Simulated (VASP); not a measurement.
# C12N in VASP: single point with PBE+D3(BJ)

Aim: the single point of C12N with PBE+D3(BJ).

Everything below comes from runs of VASP 6.6.1. Logs are shortened: lines on timing, memory, paths and dates and some standing lists are left out, and cuts for length are marked.

**1. The cell of the first run**

The cell holds a slab with vacuum, 26 atoms: a = 4.931 Å, b = 7.223 Å, c = 23.736 Å, α = 90.00°, β = 90.00°, γ = 109.96°.

**2. Single point, PBE+D3(BJ)**

INCAR reads:

```
SYSTEM = C12N
PREC = Accurate ; ENCUT = 520
EDIFF = 1E-6 ; ISMEAR = 0
SIGMA = 0.05 ; LREAL = Auto
LASPH = .True. ; NELM = 60
ALGO = Normal ; ISIF = 2
LWAVE = .False. ; LCHARG = .True.
LDIPOL = .True. ; IDIPOL = 3
DIPOL = 0.5 0.5 0.293 ; GGA = PE
IVDW = 12 ; LELF = .True.
LVHAR = .True. ; LVACPOTAV = .True.
NBANDS = 72
```

KPOINTS reads:

```
regular mesh
0
Gamma
  6 4 1
  0 0 0
```

POSCAR reads:

```
C12N
1.0
    4.9311586502      0.0000000000      0.0000000000
   -2.4655793251      6.7895556517      0.0000000000
    0.0000000000      0.0000000000     23.7359273492
C N
24 2
Direct
    0.2500000000      0.0000000000      0.1685209068
    0.2500000000      0.5000000000      0.1685209068
    0.7500000000      0.0000000000      0.1685209068
    0.7500000000      0.5000000000      0.1685209068
    0.0000000000      0.0000000000      0.1984798698
    0.0000000000      0.5000000000      0.1984798698
    0.5000000000      0.0000000000      0.1984798698
    0.5000000000      0.5000000000      0.1984798698
    0.0000000000      0.0000000000      0.2584325666
    0.0000000000      0.5000000000      0.2584325666
    0.5000000000      0.0000000000      0.2584325666
    0.5000000000      0.5000000000      0.2584325666
    0.2500000000      0.0000000000      0.2876706604
    0.2500000000      0.5000000000      0.2876706604
    0.7500000000      0.0000000000      0.2876706604
    0.7500000000      0.5000000000      0.2876706604
    0.2500000000      0.0000000000      0.3504208151
    0.2500000000      0.5000000000      0.3504208151
    0.7500000000      0.0000000000      0.3504208151
    0.7500000000      0.5000000000      0.3504208151
    0.0000000000      0.0000000000      0.3764726449
    0.0000000000      0.5000000000      0.3764726449
    0.5000000000      0.0000000000      0.3764726449
    0.5000000000      0.5000000000      0.3764726449
    0.0000000000      0.2500000000      0.5070763477
    0.0000000000      0.2500000000      0.5534195970
```

Potentials or basis: VASP PAW PBE potentials, release 64 (C, N).

The run is started by

```
cat potpaw_PBE.64/C/POTCAR potpaw_PBE.64/N/POTCAR > POTCAR
mpirun -np 1 vasp_std > vasp.out
```

OUTCAR:

```text
SYSTEM = C12N
   PREC = Accurate
   ENCUT = 520
   EDIFF = 1E-6
   ISMEAR = 0
   LREAL = Auto
   LASPH = .True.
   NELM = 60
   ISIF = 2
   GGA = PE
   IVDW = 12
 IVDW          = 12

 ion  position               nearest neighbor table
   1  0.250  0.000  0.169-   5 1.42   7 1.42
   2  0.250  0.500  0.169-   6 1.42   8 1.42
   3  0.750  0.000  0.169-   5 1.42   7 1.42
   4  0.750  0.500  0.169-   6 1.42   8 1.42
   5  0.000  0.000  0.198-   9 1.42   3 1.42   1 1.42
   6  0.000  0.500  0.198-  10 1.42   4 1.42   2 1.42
   7  0.500  0.000  0.198-  11 1.42   3 1.42   1 1.42
   8  0.500  0.500  0.198-  12 1.42   4 1.42   2 1.42
   9  0.000  0.000  0.258-  13 1.41  15 1.41   5 1.42
  10  0.000  0.500  0.258-  14 1.41  16 1.41   6 1.42
[... 8 lines left out ...]
  19  0.750  0.000  0.350-  21 1.38  23 1.38  15 1.49
  20  0.750  0.500  0.350-  22 1.38  24 1.38  16 1.49
  21  0.000  0.000  0.376-  17 1.38  19 1.38
  22  0.000  0.500  0.376-  18 1.38  20 1.38
  23  0.500  0.000  0.376-  17 1.38  19 1.38
  24  0.500  0.500  0.376-  18 1.38  20 1.38
  25  0.000  0.250  0.507-  26 1.10
  26  0.000  0.250  0.553-  25 1.10

  LATTYP: Found a base centered orthorhombic cell.
 ALAT       =     4.9311586502
 B/A-ratio  =     2.7537364475
 C/A-ratio  =     4.8134584654

  Lattice vectors:

 A1 = (   2.4655793251,  -6.7895556517,   0.0000000000)
 A2 = (   2.4655793251,   6.7895556517,   0.0000000000)
 A3 = (   0.0000000000,   0.0000000000,  23.7359273492)

Analysis of symmetry for initial positions (statically):
=====================================================================
 Subroutine PRICEL returns:
 Original cell was already a primitive cell.

 Routine SETGRP: Setting up the symmetry group for a
 base centered orthorhombic supercell.

 Subroutine GETGRP returns: Found  2 space group operations
 (whereof  1 operations were pure point group operations)
 out of a pool of  8 trial point group operations.

The static configuration has the point symmetry C_1 .
 The point group associated with its full space group is C_2 .

Analysis of symmetry for dynamics (positions and initial velocities):
=====================================================================
 Subroutine PRICEL returns:
 Original cell was already a primitive cell.

 Routine SETGRP: Setting up the symmetry group for a
 base centered orthorhombic supercell.

 Subroutine GETGRP returns: Found  2 space group operations
 (whereof  1 operations were pure point group operations)
 out of a pool of  8 trial point group operations.

The dynamic configuration has the point symmetry C_1 .
 The point group associated with its full space group is C_2 .

 Subroutine INISYM returns: Found  2 space group operations
 (whereof  1 operations are pure point group operations),
 and found     1 'primitive' translations

----------------------------------------------------------------------------------------

                                     Primitive cell

  volume of cell :     794.6878

  direct lattice vectors                    reciprocal lattice vectors
     4.931158650  0.000000000  0.000000000     0.202792096  0.073642522  0.000000000
    -2.465579325  6.789555652  0.000000000     0.000000000  0.147285044  0.000000000
     0.000000000  0.000000000 23.735927349     0.000000000  0.000000000  0.042130227

  length of vectors
     4.931158650  7.223375067 23.735927349     0.215749520  0.147285044  0.042130227

  position of ions in fractional coordinates (direct lattice)
     0.250000000  0.000000000  0.168520907
     0.250000000  0.500000000  0.168520907
     0.750000000  0.000000000  0.168520907
     0.750000000  0.500000000  0.168520907
     0.000000000  0.000000000  0.198479870
     1.000000000  0.500000000  0.198479870
[... 18 lines left out ...]
     1.000000000  0.250000000  0.507076348
     1.000000000  0.250000000  0.553419597

  ion indices of the primitive-cell ions
   primitive index   ion index
                 1           1
                 2           2
                 3           3
                 4           4
                 5           5
                 6           6
[... 56 lines left out ...]
|                                                                             |
|     Results are often still useful ...                                      |
|                                                                             |
 -----------------------------------------------------------------------------

 WARNING: IBZKPT: internal override: KBLOWUP is changed to .FALSE.
      ... skipping the blow-up phase ...

 Subroutine IBZKPT returns following result:
 ===========================================

 Found     14 irreducible k-points:

 Following reciprocal coordinates:
            Coordinates               Weight
  0.000000  0.000000  0.000000      1.000000
  0.166667  0.000000  0.000000      2.000000
  0.333333 -0.000000  0.000000      2.000000
  0.500000 -0.000000  0.000000      1.000000
  0.000000  0.250000  0.000000      2.000000
  0.166667  0.250000  0.000000      2.000000
  0.333333  0.250000  0.000000      2.000000
  0.500000  0.250000  0.000000      2.000000
 -0.333333  0.250000  0.000000      2.000000
 -0.166667  0.250000  0.000000      2.000000
  0.000000  0.500000  0.000000      1.000000
  0.166667  0.500000  0.000000      2.000000
  0.333333  0.500000  0.000000      2.000000
  0.500000  0.500000  0.000000      1.000000
   k-points           NKPTS =     14   k-points in BZ     NKDIM =     14   number of bands    NBANDS=     72
   number of dos      NEDOS =    301   number of ions     NIONS =     26
   total plane-waves  NPLWV = 388800
   dimension x,y,z NGX =    40 NGY =   54 NGZ =  180
   dimension x,y,z NGXF=    80 NGYF=  108 NGZF=  360
   ions per type =              24   2
   NGX,Y,Z   is equivalent  to a cutoff of  13.49, 12.43, 12.61 a.u.
   NGXF,Y,Z  is equivalent  to a cutoff of  26.97, 24.86, 25.21 a.u.
 SYSTEM =  C12N
   PREC   = accura    normal or accurate (medium, high low for compatibility)
   ISTART =      0    job   : 0-new  1-cont  2-samecut
   ICHARG =      2    charge: 1-file 2-atom 10-const
   ISPIN  =      1    spin polarized calculation?
   LNONCOLLINEAR =      F non collinear calculations
   LSORBIT =      F    spin-orbit coupling
   LASPH  =      T    aspherical Exc in radial PAW
   ENCUT  =  520.0 eV  38.22 Ry    6.18 a.u.   9.17 13.43 44.13*2*pi/ulx,y,z
   NELM   =     60;   NELMIN=  2; NELMDL= -5     # of ELM steps
   EDIFF  = 0.1E-05   stopping-criterion for ELM
   LREAL  =      T    real-space projection
   EDIFFG = 0.1E-04   stopping-criterion for IOM
   NSW    =      0    number of steps for IOM
   IBRION =     -1    ionic relax: 0-MD 1-quasi-New 2-CG
   NFREE  =      0    steps in history (QN), initial steepest desc. (CG)
   ISIF   =      2    stress and relaxation
   ISYM   =      2    0-nonsym 1-usesym 2-fastsym
   POTIM  = 0.5000    time-step for ionic-motion
   TEBEG  =    0.0;   TEEND  =   0.0 temperature during run
   PSTRESS=    0.0 pullay stress
   NELECT =     106.0000    total number of electrons
   NUPDOWN=      -1.0000    fix difference up-down
   EMIN   =  10.00;   EMAX   =-10.00  energy-range for DOS
   EFERMI =   0.00;   METHOD = LEGACY
   ISMEAR =     0;   SIGMA  =   0.05  broadening in eV -4-tet -1-fermi 0-gaus
   EFERMI_NEDOS =   21; number of points for ismear=-14 and -15
   IALGO  =     38    algorithm
   IMIX   =      4    mixing-type and parameters
     AMIX     =   0.40;   BMIX     =  1.00
     AMIX_MAG =   1.60;   BMIX_MAG =  1.00
  volume/ion in A,a.u.               =      30.56       206.26
  Fermi-wavevector in a.u.,A,eV,Ry     =   0.836459  1.580678  9.519500  0.699663
  Thomas-Fermi vector in A             =   1.950187
   LORBIT       =      0    0 simple, 1 ext, 2 COOP (PROOUT), +10 PAW based schemes
   GGA     = PE    functional components
   LHFCALC =     F    Hartree Fock is set to
   AEXX    =    0.0000 exact exchange contribution
   IVDW    =    12    specifies the selected vdW correction
   LEPSILON=     F    determine dielectric tensor
   LRPA    =     F    only Hartree local field effects (RPA)
 non-spin polarized calculation
 Gauss-broadening in eV      SIGMA  =   0.05
  energy-cutoff  :      520.00
  volume of cell :      794.69
 maximum number of plane-waves:     21426
 NGX is ok and might be reduce to    40
   NGX = 19   NGY = 27   NGZ = 89

 dipolmoment           0.000000      0.000000      0.108668 electrons x Angstroem

 number of electron     106.0000014 magnetization

 dipolmoment           0.000000      0.000000     -0.103875 electrons x Angstroem

 Free energy of the ion-electron system (eV)
  ---------------------------------------------------
  ext. energy  EPLUGINS =         0.00000000
  ---------------------------------------------------
  free energy    TOTEN  =      -211.97796114 eV

  energy without entropy =     -211.94928907  energy(sigma->0) =     -211.96362511

 E-fermi :  -3.5210     XC(G=0):  -3.9413

 val. band max:       -3.5299038925   @ k =   0.1667   0.2500   0.0000
 cond. band min:      -3.5208361670   @ k =   0.3333  -0.0000   0.0000
 fundamental gap:      0.0090677256
 Fermi energy:        -3.5209767591

 k-point     1 :       0.0000    0.0000    0.0000
  band No.  band energies     occupation
      1     -25.6862      2.00000
      2     -22.3375      2.00000
      3     -22.0743      2.00000
      4     -20.6299      2.00000
      5     -20.3846      2.00000
      6     -18.2687      2.00000
[... 941 lines left out ...]
     64       2.0204      0.00000
     65       2.0234      0.00000
 [bands above 65 left out]

------------------------ aborting loop because EDIFF is reached ----------------------------------------

 Edisp (eV)   -2.89226

 E8    (eV) :    -0.8543

  FORCE on cell =-STRESS in cart. coord.  units (eV):
  Direction    XX          YY          ZZ          XY          YZ          ZX
  --------------------------------------------------------------------------------------
  -------------------------------------------------------------------------------------
  Total      -0.43295    -0.81681     6.32235     0.00691     0.00000     0.00000
  in kB      -0.87287    -1.64679    12.74654     0.01392     0.00000     0.00000
  external pressure =        3.41 kB  Pullay stress =        0.00 kB

 VOLUME and BASIS-vectors are now :
 -----------------------------------------------------------------------------
  energy-cutoff  :      520.00
  volume of cell :      794.69
      direct lattice vectors                 reciprocal lattice vectors
     4.931158650  0.000000000  0.000000000     0.202792096  0.073642522  0.000000000
    -2.465579325  6.789555652  0.000000000     0.000000000  0.147285044  0.000000000
     0.000000000  0.000000000 23.735927349     0.000000000  0.000000000  0.042130227

 POSITION                                       TOTAL-FORCE (eV/Angst)
 -----------------------------------------------------------------------------------
      1.23279      0.00000      4.00000         0.002859      0.003167      1.812961
      0.00000      3.39478      4.00000         0.002748     -0.000785      1.816507
      3.69837      0.00000      4.00000        -0.002748      0.000785      1.816507
      2.46558      3.39478      4.00000        -0.002859     -0.003167      1.812961
      0.00000      0.00000      4.71110         0.003255      0.001949     -3.432236
     -1.23279      3.39478      4.71110        -0.003255     -0.001949     -3.432236
[... 18 lines left out ...]
     -0.61639      1.69739     12.03593         0.000000      0.000000     -2.154227
     -0.61639      1.69739     13.13593         0.000000      0.000000      2.108417
 -----------------------------------------------------------------------------------
    total drift:                               -0.000000      0.000000     -0.052424

  FREE ENERGIE OF THE ION-ELECTRON SYSTEM (eV)
  ---------------------------------------------------
  free  energy   TOTEN  =      -214.8702200937 eV

  energy  without entropy=     -214.8415480227  energy(sigma->0) =     -214.85588406

 vacuum level on the upper side and lower side of the slab         2.857         3.419
```

Run time: 17 min. Hardware: 1 thread of Intel Xeon 6975P-C (Granite Rapids), shared host; peak memory 1.1 GiB.

What came out:

```
Free energy                : -214.8702 eV
Largest force              : 3.433 eV/Å
Band gap on the k mesh     : zero (bands 53 and 54 overlap by 0.08 eV)
Dispersion energy per atom : -0.111 eV
```

Forces in eV/Å, atoms in the order of the input:
```
C    0.003  0.003  1.813
C    0.003 -0.001  1.817
C   -0.003  0.001  1.817
C   -0.003 -0.003  1.813
C    0.003  0.002 -3.432
C   -0.003 -0.002 -3.432
C   -0.004  0.000 -3.433
C    0.004  0.000 -3.433
C    0.007 -0.001  1.572
C   -0.007  0.001  1.572
C   -0.007 -0.002  1.580
C    0.007  0.002  1.580
C   -0.006  0.002  0.000
C   -0.007 -0.005  0.010
C    0.007  0.005  0.010
C    0.006 -0.002  0.000
C    0.002  0.007 -0.015
C    0.002 -0.011  0.050
C   -0.002  0.011  0.050
C   -0.002 -0.007 -0.015
C    0.027 -0.034 -0.005
C   -0.027  0.034 -0.005
C   -0.021 -0.005  0.067
C    0.021  0.005  0.067
N    0.000  0.000 -2.154
N    0.000  0.000  2.108
```

Caveat: the standard files for N, O and F lose accuracy on very short bonds.
